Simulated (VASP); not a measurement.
# MnHg (Pm-3m) in VASP: a series of runs

Runs on MnHg. Level: PBE. Tasks: single point.

All numbers are computed with VASP 6.6.1; they aren't measurements. Logs are shortened: lines on timing, memory, paths and dates and some standing lists are left out, and cuts for length are marked.

## Step 1: The cell of the first run

It takes space group Pm-3m (No. 221, cubic). The conventional cell has a = 3.315 Å, b = 3.315 Å, c = 3.315 Å, α = 90.00°, β = 90.00°, γ = 90.00°. Mn (site symmetry m-3m) has 8 Hg at 2.87 Å and 6 Mn at 3.31 to 3.32 Å within 3.8 Å. Within 3.8 Å of Hg (site symmetry m-3m) lie 8 Mn at 2.87 Å and 6 Hg at 3.31 Å.

## Step 2: Single point, PBE, collinear spin, ferromagnetic start

The input, INCAR:

```
SYSTEM = MnHg
ALGO     = Normal         ! electronic algorithm
EDIFF    = 1E-6           ! SCF threshold, eV
ENCUT    = 520            ! plane-wave cutoff, eV
GGA      = PE             ! functional
ISIF     = 2              ! what is computed and relaxed
ISMEAR   = -1             ! smearing method
ISPIN    = 2              ! spin polarisation
LASPH    = .True.         ! aspherical terms in the spheres
LCHARG   = .False.        ! write CHGCAR
LMAXMIX  = 4              ! l up to which the mixer works
LORBIT   = 11             ! projections on sites
LREAL    = .False.        ! projectors in reciprocal space
LWAVE    = .False.        ! write WAVECAR
MAGMOM   = 3.9 0          ! initial moments
NBANDS   = 24             ! bands
NELM     = 150            ! most SCF steps
PREC     = Accurate       ! precision mode
SIGMA    = 0.1            ! smearing width, eV
```

The input, KPOINTS:

```
k-points
0
Gamma
  10 10 10
  0 0 0
```

The input, POSCAR:

```
MnHg
1.0
    3.3150000000      0.0000000000      0.0000000000
    0.0000000000      3.3150000000      0.0000000000
    0.0000000000      0.0000000000      3.3150000000
Mn Hg
1 1
Direct
    0.5000000000      0.5000000000      0.5000000000
    0.0000000000      0.0000000000      0.0000000000
```

Potentials or basis: VASP PAW PBE potentials, release 64 (Mn_pv, Hg).

On the command line:

```
$ cat potpaw_PBE.64/Mn_pv/POTCAR potpaw_PBE.64/Hg/POTCAR > POTCAR
$ mpirun -np 1 vasp_std > vasp.out
```

OUTCAR:

```text
SYSTEM = MnHg
   EDIFF = 1E-6
   ENCUT = 520
   GGA = PE
   ISIF = 2
   ISMEAR = -1
   ISPIN = 2
   LASPH = .True.
   LORBIT = 11
   LREAL = .False.
   NELM = 150
   PREC = Accurate

 ion  position               nearest neighbor table
   1  0.500  0.500  0.500-   2 2.87   2 2.87   2 2.87   2 2.87   2 2.87   2 2.87   2 2.87   2 2.87

   2  0.000  0.000  0.000-   1 2.87   1 2.87   1 2.87   1 2.87   1 2.87   1 2.87   1 2.87   1 2.87

  LATTYP: Found a simple cubic cell.
 ALAT       =     3.3150000000

  Lattice vectors:

 A1 = (   3.3150000000,   0.0000000000,   0.0000000000)
 A2 = (   0.0000000000,   3.3150000000,   0.0000000000)
 A3 = (   0.0000000000,   0.0000000000,   3.3150000000)

Analysis of symmetry for initial positions (statically):
=====================================================================
 Subroutine PRICEL returns:
 Original cell was already a primitive cell.

 Routine SETGRP: Setting up the symmetry group for a
 simple cubic supercell.

 Subroutine GETGRP returns: Found 48 space group operations
 (whereof 48 operations were pure point group operations)
 out of a pool of 48 trial point group operations.

The static configuration has the point symmetry O_h .

Analysis of symmetry for dynamics (positions and initial velocities):
=====================================================================
 Subroutine PRICEL returns:
 Original cell was already a primitive cell.

 Routine SETGRP: Setting up the symmetry group for a
 simple cubic supercell.

 Subroutine GETGRP returns: Found 48 space group operations
 (whereof 48 operations were pure point group operations)
 out of a pool of 48 trial point group operations.

The dynamic configuration has the point symmetry O_h .

Analysis of structural, dynamic, and magnetic symmetry:
=====================================================================
 Subroutine PRICEL returns:
 Original cell was already a primitive cell.

 Routine SETGRP: Setting up the symmetry group for a
 simple cubic supercell.

 Subroutine GETGRP returns: Found 48 space group operations
 (whereof 48 operations were pure point group operations)
 out of a pool of 48 trial point group operations.

The overall configuration has the point symmetry O_h .

 Subroutine INISYM returns: Found 48 space group operations
 (whereof 48 operations are pure point group operations),
 and found     1 'primitive' translations

----------------------------------------------------------------------------------------

                                     Primitive cell

  volume of cell :      36.4293

  direct lattice vectors                    reciprocal lattice vectors
     3.315000000  0.000000000  0.000000000     0.301659125  0.000000000  0.000000000
     0.000000000  3.315000000  0.000000000     0.000000000  0.301659125  0.000000000
     0.000000000  0.000000000  3.315000000     0.000000000  0.000000000  0.301659125

  length of vectors
     3.315000000  3.315000000  3.315000000     0.301659125  0.301659125  0.301659125

  position of ions in fractional coordinates (direct lattice)
     0.500000000  0.500000000  0.500000000
     0.000000000  0.000000000  0.000000000

  ion indices of the primitive-cell ions
   primitive index   ion index
                 1           1
                 2           2

----------------------------------------------------------------------------------------

 KPOINTS: k-points

Automatic generation of k-mesh.
 Grid dimensions read from file:
 generate k-points for:   10   10   10

 Generating k-lattice:

  Cartesian coordinates                     Fractional coordinates (reciprocal lattice)
     0.030165913  0.000000000  0.000000000     0.100000000  0.000000000  0.000000000
     0.000000000  0.030165913  0.000000000     0.000000000  0.100000000  0.000000000
     0.000000000  0.000000000  0.030165913     0.000000000  0.000000000  0.100000000

  Length of vectors
     0.030165913  0.030165913  0.030165913

  Shift w.r.t. Gamma in fractional coordinates (k-lattice)
     0.000000000  0.000000000  0.000000000

 Subroutine IBZKPT returns following result:
 ===========================================

 Found     56 irreducible k-points:

 Following reciprocal coordinates:
            Coordinates               Weight
  0.000000  0.000000  0.000000      1.000000
  0.100000  0.000000  0.000000      6.000000
  0.200000  0.000000  0.000000      6.000000
  0.300000  0.000000  0.000000      6.000000
  0.400000  0.000000  0.000000      6.000000
  0.500000  0.000000  0.000000      3.000000
[... 16 lines left out ...]
  0.200000  0.100000  0.100000     24.000000
  0.300000  0.100000  0.100000     24.000000
 [... further k-points ...]
   k-points           NKPTS =     56   k-points in BZ     NKDIM =     56   number of bands    NBANDS=     24
   number of dos      NEDOS =    301   number of ions     NIONS =      2
   total plane-waves  NPLWV =  21952
   dimension x,y,z NGX =    28 NGY =   28 NGZ =   28
   dimension x,y,z NGXF=    56 NGYF=   56 NGZF=   56
   ions per type =               1   1
   NGX,Y,Z   is equivalent  to a cutoff of  14.04, 14.04, 14.04 a.u.
   NGXF,Y,Z  is equivalent  to a cutoff of  28.08, 28.08, 28.08 a.u.
 SYSTEM =  MnHg
   PREC   = accura    normal or accurate (medium, high low for compatibility)
   ISTART =      0    job   : 0-new  1-cont  2-samecut
   ICHARG =      2    charge: 1-file 2-atom 10-const
   ISPIN  =      2    spin polarized calculation?
   LNONCOLLINEAR =      F non collinear calculations
   LSORBIT =      F    spin-orbit coupling
   LASPH  =      T    aspherical Exc in radial PAW
   ENCUT  =  520.0 eV  38.22 Ry    6.18 a.u.   6.16  6.16  6.16*2*pi/ulx,y,z
   NELM   =    150;   NELMIN=  2; NELMDL= -5     # of ELM steps
   EDIFF  = 0.1E-05   stopping-criterion for ELM
   LREAL  =      F    real-space projection
   EDIFFG = 0.1E-04   stopping-criterion for IOM
   NSW    =      0    number of steps for IOM
   IBRION =     -1    ionic relax: 0-MD 1-quasi-New 2-CG
   NFREE  =      0    steps in history (QN), initial steepest desc. (CG)
   ISIF   =      2    stress and relaxation
   ISYM   =      2    0-nonsym 1-usesym 2-fastsym
   POTIM  = 0.5000    time-step for ionic-motion
   TEBEG  =    0.0;   TEEND  =   0.0 temperature during run
   PSTRESS=    0.0 pullay stress
   NELECT =      25.0000    total number of electrons
   NUPDOWN=      -1.0000    fix difference up-down
   EMIN   =  10.00;   EMAX   =-10.00  energy-range for DOS
   EFERMI =   0.00;   METHOD = LEGACY
   ISMEAR =    -1;   SIGMA  =   0.10  broadening in eV -4-tet -1-fermi 0-gaus
   EFERMI_NEDOS =   21; number of points for ismear=-14 and -15
   IALGO  =     38    algorithm
   IMIX   =      4    mixing-type and parameters
     AMIX     =   0.40;   BMIX     =  1.00
     AMIX_MAG =   1.60;   BMIX_MAG =  1.00
  volume/ion in A,a.u.               =      18.21       122.92
  Fermi-wavevector in a.u.,A,eV,Ry     =   1.444014  2.728790 28.370534  2.085175
  Thomas-Fermi vector in A             =   2.562356
   LORBIT       =     11    0 simple, 1 ext, 2 COOP (PROOUT), +10 PAW based schemes
   GGA     = PE    functional components
   LHFCALC =     F    Hartree Fock is set to
   AEXX    =    0.0000 exact exchange contribution
   IVDW    =     0    specifies the selected vdW correction
   LEPSILON=     F    determine dielectric tensor
   LRPA    =     F    only Hartree local field effects (RPA)
 spin polarized calculation
  energy-cutoff  :      520.00
  volume of cell :       36.43
 maximum number of plane-waves:       996
 NGX is ok and might be reduce to    28
   NGX = 13   NGY = 13   NGZ = 13

 number of electron      25.0000011 magnetization       3.8905784

 Free energy of the ion-electron system (eV)
  ---------------------------------------------------
  ext. energy  EPLUGINS =         0.00000000
  ---------------------------------------------------
  free energy    TOTEN  =        -8.51804430 eV

  energy without entropy =       -8.46557102  energy(sigma->0) =       -8.49180766

 E-fermi :   5.5235     XC(G=0): -11.6836

 val. band max:        5.5189868480   @ k =   0.5000   0.4000   0.3000
 cond. band min:       5.5257465080   @ k =   0.4000   0.4000   0.4000
 fundamental gap:      0.0067596600
 Fermi energy:         5.5234861110

 spin component 1

 k-point     1 :       0.0000    0.0000    0.0000
  band No.  band energies     occupation
      1     -44.6103      1.00000
      2     -44.6103      1.00000
      3     -44.6103      1.00000
      4      -4.1213      1.00000
      5      -2.7405      1.00000
      6      -2.7405      1.00000
[... 16 lines left out ...]
     23      22.5692      0.00000
     24      26.3235      0.00000
[... 598 lines left out ...]
      2     -44.6111      1.00000
      3     -44.6111      1.00000
      4      -2.8086      1.00000
      5      -2.4520      1.00000
      6      -2.0709      1.00000
[... 16 lines left out ...]
     23      22.1809      0.00000
     24      22.9355      0.00000

 [... further k-points ...]

 spin component 2

 k-point     1 :       0.0000    0.0000    0.0000
  band No.  band energies     occupation
      1     -40.5872      1.00000
      2     -40.5872      1.00000
      3     -40.5872      1.00000
      4      -3.9073      1.00000
      5      -2.7242      1.00000
      6      -2.7242      1.00000
[... 16 lines left out ...]
     23      22.5934      0.00000
     24      27.2793      0.00000
[... 598 lines left out ...]
      2     -40.5881      1.00000
      3     -40.5881      1.00000
      4      -2.7087      1.00000
      5      -2.4769      1.00000
      6      -2.0000      1.00000
[... 16 lines left out ...]
     23      22.4771      0.00000
     24      23.6002      0.00000

 [... further k-points ...]

------------------------ aborting loop because EDIFF is reached ----------------------------------------

  FORCE on cell =-STRESS in cart. coord.  units (eV):
  Direction    XX          YY          ZZ          XY          YZ          ZX
  --------------------------------------------------------------------------------------
  -------------------------------------------------------------------------------------
  Total        0.1577137      0.1577137      0.1577137     -0.0000000     -0.0000000      0.0000000
  in kB        6.9363262      6.9363262      6.9363262     -0.0000000     -0.0000000      0.0000000
  external PRESSURE =       6.9363262 kB  Pullay stress =       0.0000000 kB

 VOLUME and BASIS-vectors are now :
 -----------------------------------------------------------------------------
  energy-cutoff  :      520.00
  volume of cell :       36.43
      direct lattice vectors                 reciprocal lattice vectors
     3.315000000  0.000000000  0.000000000     0.301659125  0.000000000  0.000000000
     0.000000000  3.315000000  0.000000000     0.000000000  0.301659125  0.000000000
     0.000000000  0.000000000  3.315000000     0.000000000  0.000000000  0.301659125

 POSITION                                       TOTAL-FORCE (eV/Angst)
 -----------------------------------------------------------------------------------
      1.65750      1.65750      1.65750         0.000000      0.000000      0.000000
      0.00000      0.00000      0.00000         0.000000      0.000000      0.000000
 -----------------------------------------------------------------------------------
    total drift:                                0.000000      0.000000      0.000000

  FREE ENERGIE OF THE ION-ELECTRON SYSTEM (eV)
  ---------------------------------------------------
  free  energy   TOTEN  =        -8.5180442963 eV

  energy  without entropy=       -8.4655710166  energy(sigma->0) =       -8.49180766

 total charge

# of ion       s       p       d       tot
------------------------------------------
    1        0.250   6.173   4.982  11.405
    2        0.815   0.516   9.256  10.588
--------------------------------------------------
tot          1.065   6.688  14.239  21.992

 magnetization (x)

# of ion       s       p       d       tot
------------------------------------------
    1        0.028   0.016   3.761   3.804
    2       -0.044  -0.058   0.047  -0.055
--------------------------------------------------
tot         -0.016  -0.042   3.808   3.750
```

It took 38 s on 1 thread of Intel Xeon 6975P-C (Granite Rapids), shared host; peak memory 0.22 GiB.

Results:

- Free energy: -8.5180 eV
- Pressure: 0.7 GPa
- Net moment: 3.89 μB per cell
- Site moments: Mn +3.80; Hg -0.06 μB
- Valence electrons inside the program's atomic spheres: Mn 11.40; Hg 10.59

Levels at points of the mesh, in eV from the Fermi level:
Spin up:
```csv
k point,band 12,band 13,band 14,band 15,band 16,band 17
"(0.00, 0.00, 0.00)",-2.05,-2.05,-2.05,4.89,4.89,4.89
"(0.50, 0.00, 0.00)",-2.74,-2.74,-2.26,-1.55,10.05,10.05
"(0.50, 0.50, 0.00)",-2.07,-2.00,-1.66,-1.66,0.63,2.88
"(0.50, 0.50, 0.50)",-1.97,-1.97,0.44,4.13,4.13,4.13
```
Spin down:
| k point | band 7 | band 8 | band 9 | band 10 | band 11 | band 12 | band 13 | band 14 | band 15 | band 16 |
| --- | --- | --- | --- | --- | --- | --- | --- | --- | --- | --- |
| (0.00, 0.00, 0.00) | -7.07 | -7.07 | -7.07 | 0.32 | 0.32 | 1.49 | 1.49 | 1.49 | 5.25 | 5.25 |
| (0.50, 0.00, 0.00) | -7.43 | -6.97 | -5.00 | -4.45 | -0.03 | 0.44 | 0.44 | 1.31 | 2.03 | 10.61 |
| (0.50, 0.50, 0.00) | -7.49 | -6.52 | -3.50 | -1.42 | -1.42 | 0.49 | 1.32 | 1.32 | 1.88 | 3.20 |
| (0.50, 0.50, 0.50) | -6.49 | -6.49 | -1.56 | -1.56 | -1.56 | 0.31 | 1.91 | 1.91 | 5.56 | 5.56 |

Caveat: spin-orbit coupling is left out, which moves the levels of the heavy elements.

## Step 3: Single point, PBE, collinear spin, ferromagnetic start

The input, INCAR:

```
  PREC = Accurate
  ENCUT = 520
  EDIFF = 1E-6
  ISMEAR = -1
  SIGMA = 0.1
  LREAL = False
  LASPH = True
  NELM = 150
  ALGO = Normal
  ISIF = 2
  LWAVE = False
  LCHARG = False
  ISPIN = 2
  MAGMOM = 0.78 0
  LORBIT = 11
  NUPDOWN = 0.78
  LMAXMIX = 4
  GGA = PE
  NBANDS = 24
```

The input, KPOINTS:

```
regular mesh
0
Gamma
  10 10 10
```

POSCAR is that of step 2.

Potentials or basis: VASP PAW PBE potentials, release 64 (Mn_pv, Hg).

On the command line:

```
$ cat potpaw_PBE.64/Mn_pv/POTCAR potpaw_PBE.64/Hg/POTCAR > POTCAR
$ mpirun -np 1 vasp_std > vasp.out
```

Run time: 38 s. Hardware: 1 thread of Intel Xeon 6975P-C (Granite Rapids), shared host; peak memory 0.22 GiB.

It converged, with:

| Property | Result |
| --- | --- |
| Free energy | -7.2365 eV |
| Pressure | -12.7 GPa |
| Net moment | 0.78 μB per cell |
| Site moments | Mn +0.88; Hg -0.05 μB |
| Valence electrons inside the program's atomic spheres | Mn 11.45; Hg 10.53 |

Caveat: spin-orbit coupling is left out, which moves the levels of the heavy elements; the total moment is fixed, so each spin has its own Fermi level.

## Step 4: Single point, PBE, collinear spin, ferromagnetic start

The input, INCAR:

```
SYSTEM = MnHg
ALGO = Normal ; EDIFF = 1E-7
ENCUT = 520 ; GGA = PE
ISIF = 2 ; ISMEAR = -1
ISPIN = 2 ; LASPH = .TRUE.
LCHARG = .FALSE. ; LMAXMIX = 4
LORBIT = 11 ; LREAL = .FALSE.
LWAVE = .FALSE. ; MAGMOM = 1.55 0
NBANDS = 24 ; NELM = 150
NUPDOWN = 1.55 ; PREC = Accurate
SIGMA = 0.1
```

The input, KPOINTS:

```
k-points
0
G
  10 10 10
  0 0 0
```

POSCAR is that of step 3.

On the command line:

```
$ cat potpaw_PBE.64/Mn_pv/POTCAR potpaw_PBE.64/Hg/POTCAR > POTCAR
$ mpirun -np 1 vasp_std > vasp.out
```

Wall time 44 s (1 thread of Intel Xeon 6975P-C (Granite Rapids), shared host); peak memory 0.22 GiB.

Results (log left out):

- Free energy: -7.5436 eV
- Pressure: -10.8 GPa
- Net moment: 1.55 μB per cell
- Site moments: Mn +1.72; Hg -0.09 μB
- Valence electrons inside the program's atomic spheres: Mn 11.45; Hg 10.54

Caveat: spin-orbit coupling is left out, which moves the levels of the heavy elements; the total moment is fixed, so each spin has its own Fermi level.

## Step 5: Single point, PBE, collinear spin, ferromagnetic start

The input, INCAR:

```
SYSTEM = MnHg
ALGO = Normal ; EDIFF = 1E-7
ENCUT = 520 ; GGA = PE
ISIF = 2 ; ISMEAR = -1
ISPIN = 2 ; LASPH = .True.
LCHARG = .False. ; LMAXMIX = 4
LORBIT = 11 ; LREAL = .False.
LWAVE = .False. ; MAGMOM = 2.33 0
NBANDS = 24 ; NELM = 150
NUPDOWN = 2.33 ; PREC = Accurate
SIGMA = 0.1
```

The input, KPOINTS:

```
k-points
0
Gamma
  10 10 10
  0 0 0
```

POSCAR is that of step 4.

On the command line:

```
$ cat potpaw_PBE.64/Mn_pv/POTCAR potpaw_PBE.64/Hg/POTCAR > POTCAR
$ mpirun -np 1 vasp_std > vasp.out
```

It took 44 s on 1 thread of Intel Xeon 6975P-C (Granite Rapids), shared host; peak memory 0.22 GiB.

The run converged. Its results:

```
Free energy                                           : -7.9522 eV
Pressure                                              : -8.3 GPa
Net moment                                            : 2.33 μB per cell
Site moments                                          : Mn +2.53; Hg -0.12 μB
Valence electrons inside the program's atomic spheres : Mn 11.45; Hg 10.55
```

Caveat: spin-orbit coupling is left out, which moves the levels of the heavy elements; the total moment is fixed, so each spin has its own Fermi level.

## Step 6: Overview

| fixed moment (μB) | pressure (GPa) | moment (μB) |
| --- | --- | --- |
| - | 0.7 | 3.89 |
| 0.78 | -12.7 | 0.78 |
| 1.55 | -10.8 | 1.55 |
| 2.33 | -8.3 | 2.33 |

Alike in all rows: task single point; level PBE; potentials or basis VASP PAW PBE potentials, release 64 (Mn_pv, Hg); spin collinear, ferromagnetic start; cell as given; k mesh 10 × 10 × 10; cutoff (eV) 520; smearing fermi-dirac 0.1 eV.

Caveats: spin-orbit coupling is left out, which moves the levels of the heavy elements; the total moment is fixed, so each spin has its own Fermi level (some runs).

Total energies depend on the potentials used, so only differences within one code and one set of settings carry meaning.
